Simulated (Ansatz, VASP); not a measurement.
Two plane-wave programs on MgC2

Contents of POSCAR:

```
MgC2
1.0
    3.9507770000      0.0000000000      0.0000000000
    0.0000000000      3.9507770000      0.0000000000
    0.0000000000      0.0000000000      4.9870890000
Mg C
2 4
Direct
    0.0000000000      0.0000000000      0.5000000000
    0.5000000000      0.5000000000      0.0000000000
    0.3876550000      0.6123450000      0.5000000000
    0.1123450000      0.1123450000      0.0000000000
    0.6123450000      0.3876550000      0.5000000000
    0.8876550000      0.8876550000      0.0000000000
```

The input INCAR.step1:

```
SYSTEM = MgC2
PREC = Accurate
ENCUT = 600
ISMEAR = -1
SIGMA = 0.05
LREAL = .FALSE.
LASPH = .TRUE.
NELM = 60
GGA = PE
ALGO = Normal
EDIFF = 1E-4
LWAVE = .TRUE.
LCHARG = .FALSE.
```

Contents of INCAR.step2:

```
SYSTEM = MgC2
PREC = Accurate
ENCUT = 600
EDIFF = 1E-7
ISMEAR = -1
SIGMA = 0.05
LREAL = .FALSE.
LASPH = .TRUE.
NELM = 60
ALGO = Normal
ISIF = 3
LWAVE = .FALSE.
LCHARG = .FALSE.
METAGGA = R2SCAN
LMIXTAU = .TRUE.
IBRION = 2
NSW = 60
EDIFFG = -0.01
ISTART = 1
```

The input KPOINTS:

```
Automatic mesh
0
G
  7 7 6
  0 0 0
```

File input.yaml:

```yaml
crystal:
  lattice:
    - [3.950777, 0.0, 0.0]
    - [0.0, 3.950777, 0.0]
    - [0.0, 0.0, 4.987089]
  atoms:
    - { symbol: Mg, position: [0.0, 0.0, 0.5] }
    - { symbol: Mg, position: [0.5, 0.5, 0.0] }
    - { symbol: C, position: [0.387655, 0.612345, 0.5] }
    - { symbol: C, position: [0.112345, 0.112345, 0.0] }
    - { symbol: C, position: [0.612345, 0.387655, 0.5] }
    - { symbol: C, position: [0.887655, 0.887655, 0.0] }
hamiltonian:
  xc: r2scan
  pseudopotentials: { kind: paw }
kpoints:
  mp_grid: { grid: [7, 7, 6] }
scf:
  occupations: { method: fermi_dirac, width: 0.05 }
output:
  forces: true
  stress: true
  eigenvalues: true
relax:
  f_tol: 0.01
  max_steps: 40
  cell: { stress_tol: 0.05 }
```

Alike in both runs: task relaxation of cell and atoms; functional r2SCAN; k mesh 7 × 7 × 6; occupations fermi-dirac, width 0.05 eV; no spin polarisation.

|  | VASP | Ansatz |
| --- | --- | --- |
| version | VASP 6.6.1 | Ansatz 0.2.0 |
| potentials or method | VASP PAW PBE potentials, release 64 (Mg, C) | Ansatz PAW |
| plane-wave cutoff (eV) | 600 | 500 |
| valence electrons in the cell | 20 | 36 |

|  | VASP | Ansatz | Ansatz less VASP |
| --- | --- | --- | --- |
| gap on the k mesh at the Fermi level, each at its own relaxed structure (eV) | 2.88 | 2.92 | +0.036 |
| relaxed volume (Å³/atom) | 12.64 | 12.74 | +0.097 |
| relaxed length of the cell vector where the two differ most in proportion (Å) | 4.915 | 4.936 | +0.0208 |

VASP's potentials were made for PBE, not for r2SCAN. VASP's potentials hold 20 valence electrons a cell and Ansatz's 36, so a difference there can come from the potentials and not from the codes.

Noted on Ansatz's run: odd divisions of the mesh miss points on the zone boundary, where band edges often lie, so the gap on the mesh can be too wide; the plane-wave basis is chosen anew once the cell has moved, so the energies of steps on either side of that aren't comparable.
